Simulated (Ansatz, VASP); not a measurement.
# Al3GaN4 in VASP and in Ansatz

INCAR

```
SYSTEM = Al3GaN4
PREC = Accurate ; ENCUT = 520
EDIFF = 1E-6 ; ISMEAR = 0
SIGMA = 0.05 ; LREAL = Auto
LASPH = .TRUE. ; NELM = 100
ALGO = Normal ; ISIF = 2
LWAVE = .FALSE. ; LCHARG = .FALSE.
GGA = PS ; NBANDS = 56
```

File KPOINTS:

```
Automatic mesh
0
G
  5 5 3
  0 0 0
```

File POSCAR:

```
Al3GaN4
1.0
    0.0000000000     -4.4069948432      0.0000000000
    0.0000000000      0.0000000000     -4.4069948432
    8.8139896863     -1.1017487108      1.1017487108
Al Ga N
6 2 8
Direct
    0.4847000000      1.0153000000      0.0612000000
    0.3597000000      1.1403000000      0.5612000000
   -0.0153000000      0.5153000000      0.0612000000
   -0.1403000000      0.6403000000      0.5612000000
    0.4222000000      0.5778000000      0.3112000000
    0.2972000000      0.7028000000      0.8112000000
   -0.0778000000      1.0778000000      0.3112000000
   -0.2028000000      1.2028000000      0.8112000000
    0.2094038177      0.7905961823      0.1835538588
    0.0844038177      0.9155961823      0.6835538588
    0.6988192529      0.3011807471      0.1835538588
    0.5738192529      0.4261807471      0.6835538588
    0.0205807471      0.4900038177      0.9388461412
    0.1455807471      0.3650038177      0.4388461412
    0.5099961823      0.9794192529      0.9388461412
    0.6349961823      0.8544192529      0.4388461412
```

Input for Ansatz:

```yaml
crystal:
  lattice:
    - [0.0, -4.4069948432, 0.0]
    - [0.0, 0.0, -4.4069948432]
    - [8.8139896863, -1.1017487108, 1.1017487108]
  atoms:
    - { symbol: Al, position: [0.4847, 1.0153, 0.0612] }
    - { symbol: Al, position: [0.3597, 1.1403, 0.5612] }
    - { symbol: Al, position: [-0.0153, 0.5153, 0.0612] }
    - { symbol: Al, position: [-0.1403, 0.6403, 0.5612] }
    - { symbol: Al, position: [0.4222, 0.5778, 0.3112] }
    - { symbol: Al, position: [0.2972, 0.7028, 0.8112] }
    - { symbol: Ga, position: [-0.0778, 1.0778, 0.3112] }
    - { symbol: Ga, position: [-0.2028, 1.2028, 0.8112] }
    - { symbol: "N", position: [0.2094038177, 0.7905961823, 0.1835538588] }
    - { symbol: "N", position: [0.0844038177, 0.9155961823, 0.6835538588] }
    - { symbol: "N", position: [0.6988192529, 0.3011807471, 0.1835538588] }
    - { symbol: "N", position: [0.5738192529, 0.4261807471, 0.6835538588] }
    - { symbol: "N", position: [0.0205807471, 0.4900038177, 0.9388461412] }
    - { symbol: "N", position: [0.1455807471, 0.3650038177, 0.4388461412] }
    - { symbol: "N", position: [0.5099961823, 0.9794192529, 0.9388461412] }
    - { symbol: "N", position: [0.6349961823, 0.8544192529, 0.4388461412] }
basis:
  ecutwfc: 420
kpoints:
  mp_grid: { grid: [5, 5, 3] }
hamiltonian:
  xc: pbesol
scf:
  occupations: { method: gaussian, width: 0.05 }
output:
  forces: true
  stress: true
  eigenvalues: true
```

Alike in both runs: task single point; functional PBEsol; k mesh 5 × 5 × 3; occupations gaussian, width 0.05 eV; no spin polarisation.

|  | VASP | Ansatz |
| --- | --- | --- |
| version | VASP 6.6.1 | Ansatz 0.2.0 |
| potentials or method | VASP PAW PBE potentials, release 64 (Al, Ga_d, N), cutoff 520 eV | scalar-relativistic, plane waves, PAW |
| valence electrons in the cell | 84 | 84 |

|  | VASP | Ansatz | Ansatz less VASP |
| --- | --- | --- | --- |
| gap on the k mesh at the Fermi level (eV) | 1.91 | 1.80 | -0.113 |
| least direct gap on the mesh (eV) | 1.91 | 1.80 | -0.113 |
| rms of the force components (eV/Å) | 27.854 | 31.860 | +4.0060 |

VASP's potentials were made for PBE, not for PBEsol. Atom by atom the forces differ by 4.007 eV/Å (rms over components). The functional is the same, so the differences come from potentials, cutoffs and numerics.
